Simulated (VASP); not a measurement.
A run of VASP 6.6.1 is set up as follows.

INCAR

```
ALGO = Normal
EDIFF = 1E-7
ENCUT = 520
GGA = PE
ISIF = 2
ISMEAR = -1
LASPH = True
LCHARG = False
LREAL = False
LWAVE = False
NBANDS = 18
NELM = 60
PREC = Accurate
SIGMA = 0.06122561905347299
```

The input KPOINTS:

```
k-points
0
Gamma
  13 13 13
```

POSCAR

```
Fe2O
1.0
    0.0000000000      2.3994874044      2.3994874044
    2.3994874044      0.0000000000      2.3994874044
    2.3994874044      2.3994874044      0.0000000000
Fe O
2 1
Direct
    0.2500000000      0.2500000000      0.2500000000
    0.7500000000      0.7500000000      0.7500000000
    0.0000000000      0.0000000000      0.0000000000
```

Potentials or basis: VASP PAW PBE potentials, release 64 (Fe, O).

Run with:

```bash
$ cat potpaw_PBE.64/Fe/POTCAR potpaw_PBE.64/O/POTCAR > POTCAR
$ mpirun -np 1 vasp_std > vasp.out
```

(1) Estimate the band gap on the k mesh.

(2) Estimate the pressure.

Results:

(1) zero (band 11 reaches 8.25 eV, above the bottom of band 12 at 7.12 eV).

(2) 15.1 GPa.

Caveat: the run has no spin polarisation, though such a crystal can be magnetic.
